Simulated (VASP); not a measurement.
Runs of VASP 6.6.1 on Sr. The structure is that of space group Im-3m (No. 229), or close to it. The cells are those of the table. 

```csv
cell,gap on the mesh (eV),pressure (GPa)
"a = 4.165 Å, angles 109.5°, 1 atom",none,(a)
"a = 4.046 Å, angles 109.5°, 1 atom",none,1.7
"a = 4.106 Å, angles 109.5°, 1 atom",none,1.0
"a = 4.277 Å, angles 109.5°, 1 atom",none,-0.4
"a = 4.331 Å, angles 109.5°, 1 atom",none,(b)
```

Alike in all rows: task single point; level RPBE; potentials or basis VASP PAW PBE potentials, release 64 (Sr_sv); no spin polarisation; k mesh 10 × 10 × 10; cutoff (eV) 520; smearing fermi-dirac 0.1 eV.

Problem. Estimate the missing entries.

Solution. (a) 0.5; (b) -0.7.

Caveats: the PAW data sets were made with another functional, which shifts forces and pressure a little.

A k mesh can miss the band edges, and the runs leave out spin-orbit coupling on Sr.

A gap of «none» marks levels without a gap at the run's occupations.
